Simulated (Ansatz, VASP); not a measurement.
One calculation of ZnBr, two programs

```
Zn Br
1.0
     2.08702    1.20494    3.33031
    -2.08702    1.20494    3.33031
     0.00000   -2.40988    3.33031
Zn Br
1 1
Direct
  0.00000 0.00000 0.00000
  0.50000 0.50000 0.50000
```

Alike in both runs: functional PBE; k mesh 6 × 6 × 6; occupations gaussian, width 0.1 eV; no spin polarisation.

Ansatz relaxed the structure, and its values are those at the end. VASP's run is a single point on that final structure, the one shown.

```csv
,VASP,Ansatz
version,VASP 6.6.1,Ansatz 0.2.0
potentials or method,"VASP PAW PBE potentials, release 64 (Zn, Br), cutoff 520 eV","scalar-relativistic, plane waves, PAW"
valence electrons in the cell,19,19
```

```csv
,VASP,Ansatz,Ansatz less VASP
gap on the k mesh at the Fermi level (eV),none,none,-
pressure (GPa),-0.1,-0.1,-0.03
```

A gap of «none» marks a metal or a gap that the smearing closes. The functional is the same, so the differences come from potentials, cutoffs and numerics.
